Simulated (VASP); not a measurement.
## N: single point with r2SCAN

Crystal: N.

```
CELL_PARAMETERS angstrom
5.71138 0.00000 0.00000
0.00000 5.71138 0.00000
0.00000 0.00000 5.71138
ATOMIC_POSITIONS crystal
N 0.05525 0.05525 0.05525
N 0.44475 0.94475 0.55525
N 0.55525 0.44475 0.94475
N 0.94475 0.55525 0.44475
N 0.94475 0.94475 0.94475
N 0.55525 0.05525 0.44475
N 0.44475 0.55525 0.05525
N 0.05525 0.44475 0.55525
```

| Property | Result |
| --- | --- |
| Program | VASP 6.6.1 |
| Task | single point |
| Functional | r2SCAN |
| Potentials or basis | VASP PAW PBE potentials, release 64 (N_h) |
| Cutoff | 910 eV |
| k mesh | 4 × 4 × 4 |
| Occupations | gaussian, width 0.02 eV |
| Spin | no spin polarisation |

```
Pressure               : -0.1 GPa
Band gap on the k mesh : 8.25 eV (least direct gap 8.27 eV)
```

Levels at points of the mesh, in eV from the valence-band top:
| k point | band 16 | band 17 | band 18 | band 19 | band 20 | band 21 | band 22 | band 23 | band 24 | band 25 |
| --- | --- | --- | --- | --- | --- | --- | --- | --- | --- | --- |
| (0.00, 0.00, 0.00) | -1.26 | -0.79 | -0.02 | -0.02 | -0.02 | 8.25 | 8.25 | 8.25 | 9.10 | 9.10 |
| (0.50, 0.00, 0.00) | -1.35 | -0.27 | -0.27 | 0.00 | 0.00 | 8.50 | 8.50 | 8.86 | 8.86 | 8.97 |
| (0.50, 0.50, 0.00) | -1.33 | -0.14 | -0.14 | -0.14 | -0.14 | 8.86 | 8.86 | 8.86 | 8.86 | 9.01 |
| (0.50, 0.50, 0.50) | -1.25 | -0.20 | -0.20 | -0.20 | -0.20 | 8.86 | 8.86 | 8.86 | 8.86 | 9.06 |

Wall time 4.4 min on 1 thread of Intel(R) Xeon(R) Platinum 8488C (Sapphire Rapids) (shared host), peak memory 0.48 GiB.

Caveat: the PAW data sets were made with another functional, which shifts forces and pressure a little. A k mesh can miss the band edges.
